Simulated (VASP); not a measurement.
# Sm3H2 (Pm-3m) in VASP: relaxation of cell and atoms with PBE

Aim: the relaxation of cell and atoms of Sm3H2 with PBE.

All numbers are computed with VASP 6.6.1; they aren't measurements. Logs are shortened: lines on timing, memory, paths and dates and some standing lists are left out, and cuts for length are marked.

### 1 The cell of the first run

It takes space group Pm-3m (No. 221, cubic). The conventional cell has a = 4.821 Å, b = 4.821 Å, c = 4.821 Å, α = 90.00°, β = 90.00°, γ = 90.00°. Within 3.2 Å of Sm (site symmetry 4/mmm) lie 2 H at 2.41 Å. Within 3.2 Å of H (site symmetry m-3m) lie 6 Sm at 2.41 Å. H (site symmetry m-3m) has 12 Sm at 3.41 Å and 8 H at 4.17 Å within 4.5 Å.

The cell was built from a structure type or drawn by symmetry, and may not be a known phase.

### 2 Relaxation of cell and atoms, PBE

INCAR

```
SYSTEM = Sm3H2
PREC = Accurate ; ENCUT = 500
EDIFF = 1E-7 ; ISMEAR = 0
SIGMA = 0.1 ; LREAL = .False.
LASPH = .True. ; NELM = 200
ALGO = Normal ; ISIF = 3
LWAVE = .False. ; LCHARG = .False.
GGA = PE ; IBRION = 2
NSW = 100 ; EDIFFG = -0.01
GGA_COMPAT = .False. ; NELMIN = 4
LMAXMIX = 6
```

KPOINTS

```
Automatic mesh
0
Gamma
  8 8 8
  0 0 0
```

POSCAR

```
Sm3H2
1.0
    4.8207145612      0.0000000000      0.0000000000
    0.0000000000      4.8207145612      0.0000000000
    0.0000000000      0.0000000000      4.8207145612
Sm H
3 2
Direct
    0.0000000000      0.5000000000      0.5000000000
    0.5000000000      0.0000000000      0.5000000000
    0.5000000000      0.5000000000      0.0000000000
    0.5000000000      0.5000000000      0.5000000000
    0.0000000000      0.0000000000      0.0000000000
```

Potentials or basis: VASP PAW PBE potentials, release 64 (Sm_3, H), 4f in core.

Launch:

```console
$ cat potpaw_PBE.64/Sm_3/POTCAR potpaw_PBE.64/H/POTCAR > POTCAR
$ mpirun -np 1 vasp_std > vasp.out
```

OUTCAR:

```text
SYSTEM = Sm3H2
   PREC = Accurate
   ENCUT = 500
   EDIFF = 1E-7
   ISMEAR = 0
   LREAL = .False.
   LASPH = .True.
   NELM = 200
   ISIF = 3
   GGA = PE
   IBRION = 2
   NSW = 100
   EDIFFG = -0.01
   NELMIN = 4

 ion  position               nearest neighbor table
   1  0.000  0.500  0.500-   2 3.41   3 3.41   3 3.41   2 3.41   2 3.41   3 3.41   3 3.41   2 3.41

   2  0.500  0.000  0.500-   1 3.41   3 3.41   3 3.41   1 3.41   3 3.41   3 3.41   1 3.41   1 3.41

   3  0.500  0.500  0.000-   1 3.41   2 3.41   1 3.41   2 3.41   2 3.41   2 3.41   1 3.41   1 3.41

   4  0.500  0.500  0.500-
   5  0.000  0.000  0.000-

  LATTYP: Found a simple cubic cell.
 ALAT       =     4.8207145612

  Lattice vectors:

 A1 = (   4.8207145612,   0.0000000000,   0.0000000000)
 A2 = (   0.0000000000,   4.8207145612,   0.0000000000)
 A3 = (   0.0000000000,   0.0000000000,   4.8207145612)

Analysis of symmetry for initial positions (statically):
=====================================================================
 Subroutine PRICEL returns:
 Original cell was already a primitive cell.

 Routine SETGRP: Setting up the symmetry group for a
 simple cubic supercell.

 Subroutine GETGRP returns: Found 48 space group operations
 (whereof 48 operations were pure point group operations)
 out of a pool of 48 trial point group operations.

The static configuration has the point symmetry O_h .

Analysis of symmetry for dynamics (positions and initial velocities):
=====================================================================
 Subroutine PRICEL returns:
 Original cell was already a primitive cell.

 Routine SETGRP: Setting up the symmetry group for a
 simple cubic supercell.

 Subroutine GETGRP returns: Found 48 space group operations
 (whereof 48 operations were pure point group operations)
 out of a pool of 48 trial point group operations.

The dynamic configuration has the point symmetry O_h .

 Subroutine INISYM returns: Found 48 space group operations
 (whereof 48 operations are pure point group operations),
 and found     1 'primitive' translations

----------------------------------------------------------------------------------------

                                     Primitive cell

  volume of cell :     112.0300

  direct lattice vectors                    reciprocal lattice vectors
     4.820714561  0.000000000  0.000000000     0.207438127  0.000000000  0.000000000
     0.000000000  4.820714561  0.000000000     0.000000000  0.207438127  0.000000000
     0.000000000  0.000000000  4.820714561     0.000000000  0.000000000  0.207438127

  length of vectors
     4.820714561  4.820714561  4.820714561     0.207438127  0.207438127  0.207438127

  position of ions in fractional coordinates (direct lattice)
     0.000000000  0.500000000  0.500000000
     0.500000000  0.000000000  0.500000000
     0.500000000  0.500000000  0.000000000
     0.500000000  0.500000000  0.500000000
     0.000000000  0.000000000  0.000000000

  ion indices of the primitive-cell ions
   primitive index   ion index
                 1           1
                 2           2
                 3           3
                 4           4
                 5           5

----------------------------------------------------------------------------------------

 KPOINTS: Automatic mesh

Automatic generation of k-mesh.
 Grid dimensions read from file:
[... 64 lines left out ...]
   NELM   =    200;   NELMIN=  4; NELMDL= -5     # of ELM steps
   EDIFF  = 0.1E-06   stopping-criterion for ELM
   LREAL  =      F    real-space projection
   EDIFFG = -.1E-01   stopping-criterion for IOM
   NSW    =    100    number of steps for IOM
   IBRION =      2    ionic relax: 0-MD 1-quasi-New 2-CG
   NFREE  =      1    steps in history (QN), initial steepest desc. (CG)
   ISIF   =      3    stress and relaxation
   ISYM   =      2    0-nonsym 1-usesym 2-fastsym
   POTIM  = 0.5000    time-step for ionic-motion
   TEBEG  =    0.0;   TEEND  =   0.0 temperature during run
   PSTRESS=    0.0 pullay stress
   NELECT =      35.0000    total number of electrons
   NUPDOWN=      -1.0000    fix difference up-down
   EMIN   =  10.00;   EMAX   =-10.00  energy-range for DOS
   EFERMI =   0.00;   METHOD = LEGACY
   ISMEAR =     0;   SIGMA  =   0.10  broadening in eV -4-tet -1-fermi 0-gaus
   EFERMI_NEDOS =   21; number of points for ismear=-14 and -15
   IALGO  =     38    algorithm
   IMIX   =      4    mixing-type and parameters
     AMIX     =   0.40;   BMIX     =  1.00
     AMIX_MAG =   1.60;   BMIX_MAG =  1.00
  volume/ion in A,a.u.               =      22.41       151.20
  Fermi-wavevector in a.u.,A,eV,Ry     =   1.110843  2.099189 16.789217  1.233973
  Thomas-Fermi vector in A             =   2.247399
   LORBIT       =      0    0 simple, 1 ext, 2 COOP (PROOUT), +10 PAW based schemes
   GGA     = PE    functional components
   LHFCALC =     F    Hartree Fock is set to
   AEXX    =    0.0000 exact exchange contribution
   IVDW    =     0    specifies the selected vdW correction
   LEPSILON=     F    determine dielectric tensor
   LRPA    =     F    only Hartree local field effects (RPA)
 conjugate gradient relaxation of ions
 non-spin polarized calculation
 Gauss-broadening in eV      SIGMA  =   0.10
  energy-cutoff  :      500.00
  volume of cell :      112.03
 maximum number of plane-waves:      2897
 NGX is ok and might be reduce to    36
   NGX = 17   NGY = 17   NGZ = 17

--------------------------------------- Ionic step        1  -------------------------------------------

 number of electron      34.9999999 magnetization

 Free energy of the ion-electron system (eV)
  ---------------------------------------------------
  ext. energy  EPLUGINS =         0.00000000
  ---------------------------------------------------
  free energy    TOTEN  =       -19.06489974 eV

  energy without entropy =      -19.04139358  energy(sigma->0) =      -19.05314666

------------------------ aborting loop because EDIFF is reached ----------------------------------------

  FORCE on cell =-STRESS in cart. coord.  units (eV):
  Direction    XX          YY          ZZ          XY          YZ          ZX
  --------------------------------------------------------------------------------------
  -------------------------------------------------------------------------------------
  Total        0.2257387      0.2257387      0.2257387      0.0000000      0.0000000      0.0000000
  in kB        3.2283636      3.2283636      3.2283636      0.0000000      0.0000000      0.0000000
  external PRESSURE =       3.2283636 kB  Pullay stress =       0.0000000 kB

 VOLUME and BASIS-vectors are now :
 -----------------------------------------------------------------------------
  energy-cutoff  :      500.00
  volume of cell :      112.03
      direct lattice vectors                 reciprocal lattice vectors
     4.820714561  0.000000000  0.000000000     0.207438127  0.000000000  0.000000000
     0.000000000  4.820714561  0.000000000     0.000000000  0.207438127  0.000000000
     0.000000000  0.000000000  4.820714561     0.000000000  0.000000000  0.207438127

 POSITION                                       TOTAL-FORCE (eV/Angst)
 -----------------------------------------------------------------------------------
      0.00000      2.41036      2.41036         0.000000      0.000000      0.000000
      2.41036      0.00000      2.41036         0.000000      0.000000      0.000000
      2.41036      2.41036      0.00000         0.000000      0.000000      0.000000
      2.41036      2.41036      2.41036         0.000000      0.000000      0.000000
      0.00000      0.00000      0.00000         0.000000      0.000000      0.000000
 -----------------------------------------------------------------------------------
    total drift:                                0.000000      0.000000      0.000000

  FREE ENERGIE OF THE ION-ELECTRON SYSTEM (eV)
  ---------------------------------------------------
  free  energy   TOTEN  =       -19.0648997405 eV

  energy  without entropy=      -19.0413935831  energy(sigma->0) =      -19.05314666

--------------------------------------- Ionic step        2  -------------------------------------------

 number of electron      34.9999998 magnetization

 Free energy of the ion-electron system (eV)
  ---------------------------------------------------
  ext. energy  EPLUGINS =         0.00000000
  ---------------------------------------------------
  free energy    TOTEN  =       -19.06579519 eV

  energy without entropy =      -19.04242765  energy(sigma->0) =      -19.05411142

 E-fermi :   2.7465     XC(G=0):  -9.5128

 val. band max:        2.7313368403   @ k =   0.3750   0.2500   0.1250
 cond. band min:       2.7528458910   @ k =   0.3750   0.1250   0.1250
 fundamental gap:      0.0215090507
 Fermi energy:         2.7465006158

 k-point     1 :       0.0000    0.0000    0.0000
  band No.  band energies     occupation
      1     -38.4652      2.00000
      2     -38.2721      2.00000
      3     -38.2721      2.00000
      4     -18.3404      2.00000
      5     -18.3404      2.00000
      6     -18.3404      2.00000
[... 565 lines left out ...]
     20       3.2294      0.00000
     21       4.0712      0.00000

 [... further k-points ...]
[... 5 lines left out ...]
  --------------------------------------------------------------------------------------
  -------------------------------------------------------------------------------------
  Total        0.0496570      0.0496570      0.0496570     -0.0000000      0.0000000     -0.0000000
  in kB        0.7055409      0.7055409      0.7055409     -0.0000000      0.0000000     -0.0000000
  external PRESSURE =       0.7055409 kB  Pullay stress =       0.0000000 kB

 VOLUME and BASIS-vectors are now :
 -----------------------------------------------------------------------------
  energy-cutoff  :      500.00
  volume of cell :      112.76
      direct lattice vectors                 reciprocal lattice vectors
     4.831214305  0.000000000  0.000000000     0.206987299 -0.000000000  0.000000000
     0.000000000  4.831214305  0.000000000    -0.000000000  0.206987299 -0.000000000
    -0.000000000  0.000000000  4.831214305    -0.000000000 -0.000000000  0.206987299

 POSITION                                       TOTAL-FORCE (eV/Angst)
 -----------------------------------------------------------------------------------
      0.00000      2.41561      2.41561         0.000000      0.000000      0.000000
      2.41561      0.00000      2.41561        -0.000000      0.000000      0.000000
      2.41561      2.41561      0.00000        -0.000000     -0.000000      0.000000
      2.41561      2.41561      2.41561        -0.000000     -0.000000      0.000000
      0.00000      0.00000      0.00000        -0.000000     -0.000000      0.000000
 -----------------------------------------------------------------------------------
    total drift:                                0.000000      0.000000      0.000000

  FREE ENERGIE OF THE ION-ELECTRON SYSTEM (eV)
  ---------------------------------------------------
  free  energy   TOTEN  =       -19.0657951886 eV

  energy  without entropy=      -19.0424276536  energy(sigma->0) =      -19.05411142

 reached required accuracy - stopping structural energy minimisation
```

Run time: 88 s. Hardware: 1 thread of AMD EPYC 9R45 (Zen 5), shared host; peak memory 0.22 GiB.

Results:

| Item | Value |
| --- | --- |
| Free energy | -19.0658 eV |
| Relaxed volume | 22.55 Å³/atom |
| Relaxed cell | a = 4.831 Å, b = 4.831 Å, c = 4.831 Å, α = 90.00°, β = 90.00°, γ = 90.00° |
| Space group after relaxing (to 0.1 Å) | Pm-3m (No. 221) |
| Energy gained by relaxing | 0.2 meV/atom |
| Ionic steps | 2 |
| Pressure after relaxing | 0.1 GPa |
| Band gap on the k mesh | zero (an odd number of electrons rules out a gap without spin polarisation) |

Step by step:
| step | energy change (eV) | largest force (eV/Å) | pressure (GPa) | volume (Å³) |
| --- | --- | --- | --- | --- |
| 1 | 0.0000 | 0.0000 | 0.32 | 112.03 |
| 2 | -0.0009 | 0.0000 | 0.07 | 112.76 |

Final structure:
```yaml
crystal:
  lattice:
    - [4.83121, 0.00000, 0.00000]
    - [0.00000, 4.83121, 0.00000]
    - [0.00000, 0.00000, 4.83121]
  atoms:
    - { symbol: Sm, position: [0.00000, 0.50000, 0.50000] }
    - { symbol: Sm, position: [0.50000, 0.00000, 0.50000] }
    - { symbol: Sm, position: [0.50000, 0.50000, 0.00000] }
    - { symbol: H, position: [0.50000, 0.50000, 0.50000] }
    - { symbol: H, position: [0.00000, 0.00000, 0.00000] }
```

Levels at points of the mesh, in eV from the Fermi level:
| k point | band 13 | band 14 | band 15 | band 16 | band 17 | band 18 | band 19 | band 20 | band 21 |
| --- | --- | --- | --- | --- | --- | --- | --- | --- | --- |
| (0.00, 0.00, 0.00) | -6.95 | -4.66 | -1.05 | -1.05 | -0.94 | -0.94 | -0.94 | 1.31 | 3.31 |
| (0.50, 0.00, 0.00) | -5.83 | -3.66 | -1.90 | -0.54 | 0.25 | 0.25 | 0.64 | 1.33 | 1.33 |
| (0.50, 0.50, 0.00) | -4.69 | -3.32 | -1.18 | -1.18 | 0.07 | 0.26 | 0.26 | 0.27 | 1.51 |
| (0.50, 0.50, 0.50) | -3.87 | -3.45 | -1.79 | -1.79 | -1.79 | 1.32 | 1.32 | 1.32 | 1.95 |

Caveat: spin-orbit coupling is left out, which moves the levels of the heavy elements; the 4f electrons are frozen in the core, so they carry no moment and show no levels. Spin polarisation is off, so any magnetic state and its effect on volume and gap are missing.
